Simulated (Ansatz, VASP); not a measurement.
One calculation of Ir, two programs

```
Ir
1.0
     0.00000   -1.90541   -1.90541
     0.00000    1.90541   -1.90541
     3.81081    0.00000    0.00000
Ir
2
Direct
  0.50504 0.49496 0.49438
  0.99496 0.00504 0.00562
```

Change from the starting cell: mode 4 frozen in at -0.019 Å and mode 6 at -0.021 Å (largest displacements).

Alike in both runs: task single point; functional LDA; k mesh 16 × 16 × 12; occupations gaussian, width 0.15 eV; no spin polarisation.

|  | VASP | Ansatz |
| --- | --- | --- |
| version | VASP 6.6.1 | Ansatz 0.2.0 |
| potentials or method | VASP PAW LDA potentials, release 64 (Ir), cutoff 520 eV | scalar-relativistic, plane waves, PAW |
| valence electrons in the cell | 18 | 34 |

|  | VASP | Ansatz | Ansatz less VASP |
| --- | --- | --- | --- |
| gap on the k mesh at the Fermi level (eV) | none | none | - |
| pressure (GPa) | 3.5 | 0.7 | -2.76 |
| traceless stress, the component that is largest in VASP (GPa) | 0.61 | 0.61 | -0.006 |
| rms of the force components (eV/Å) | 0.391 | 0.377 | -0.0134 |

Ansatz warns that its potentials were made for another functional, while VASP's fit it. LDA's correlation is that of Perdew and Zunger in VASP and of Perdew and Wang (1992) in Ansatz. Atom by atom the forces differ by 0.014 eV/Å (rms over components). A gap of «none» marks a metal or a gap that the smearing closes. VASP's potentials hold 18 valence electrons a cell and Ansatz's 34, so a difference there can come from the potentials and not from the codes.

Spin-orbit coupling is off throughout.
